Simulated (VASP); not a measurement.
Here is a VASP 6.6.1 calculation.

The input INCAR:

```
SYSTEM = TiO2
PREC = Accurate
ENCUT = 520
EDIFF = 1E-6
ISMEAR = -1
SIGMA = 0.05
LREAL = .False.
LASPH = .True.
NELM = 80
ALGO = Normal
ISIF = 2
LWAVE = .False.
LCHARG = .False.
GGA = PE
NBANDS = 33
```

Contents of KPOINTS:

```
regular mesh
0
Gamma
  7 7 10
  0 0 0
```

Contents of POSCAR:

```
TiO2
1.0
    4.4561800000      0.0000000000      0.0000000000
    0.0000000000      4.4561800000      0.0000000000
    0.0000000000      0.0000000000      2.9590000000
Ti O
2 4
Direct
    0.0000000000      0.0000000000      0.0000000000
    0.5000000000      0.5000000000      0.5000000000
    0.3060000000      0.3060000000      0.0000000000
    0.1940000000      0.8060000000      0.5000000000
    0.6940000000      0.6940000000      0.0000000000
    0.8060000000      0.1940000000      0.5000000000
```

Potentials or basis: VASP PAW PBE potentials, release 64 (Ti_sv, O).

Run with:

```console
$ cat potpaw_PBE.64/Ti_sv/POTCAR potpaw_PBE.64/O/POTCAR > POTCAR
$ mpirun -np 1 vasp_std > vasp.out
```

Q: Estimate the pressure.

A: 22.0 GPa.

Q: Estimate the band gap on the k mesh.

A: 2.01 eV, direct.

Forces in eV/Å, atoms in the order of the input:
```
Ti   0.000  0.000  0.000
Ti   0.000  0.000  0.000
O   -0.350 -0.350  0.000
O    0.350 -0.350  0.000
O    0.350  0.350  0.000
O   -0.350  0.350  0.000
```

Caveat: the cell differs from its parent crystal (equal xx and yy strain of -3 %). A k mesh can miss the band edges.
